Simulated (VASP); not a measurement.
WC: single point with PBEsol

WC:

```
CELL_PARAMETERS angstrom
0.00000 2.15551 2.15551
2.15551 0.00000 2.15551
2.15551 2.15551 0.00000
ATOMIC_POSITIONS crystal
W 0.00000 0.00000 0.00000
C 0.50000 0.50000 0.50000
```

| Item | Value |
| --- | --- |
| Program | VASP 6.6.1 |
| Task | single point |
| Functional | PBEsol |
| Potentials or basis | VASP PAW PBE potentials, release 64 (W_sv, C_h) |
| Cutoff | 1300 eV |
| k mesh | 11 × 11 × 11 |
| Occupations | methfessel-paxton, width 0.1 eV |
| Spin | no spin polarisation |
| Dipole correction | no |
| Further INCAR settings | ALGO = Normal; EDIFF = 1e-06; NBANDS = 16 |

| Item | Value |
| --- | --- |
| Pressure | 11.0 GPa |
| Band gap on the k mesh | zero (bands 9 and 10 overlap by 3.32 eV) |

Levels at points of the mesh, in eV from the Fermi level:
```csv
k point,band 5,band 6,band 7,band 8,band 9,band 10,band 11,band 12,band 13,band 14
"(0.00, 0.00, 0.00)",-16.23,-2.96,-2.96,-2.96,-1.13,-1.13,-1.13,-1.03,-1.03,7.12
```

Wall time 20 s on 1 thread of Intel(R) Xeon(R) 6975P-C (Granite Rapids), with other jobs on the host, peak memory 0.26 GiB.

Caveat: the cell stands under pressure; the PAW data sets were made with another functional, which shifts forces and pressure a little; spin-orbit coupling is left out, which moves the levels of the heavy elements.
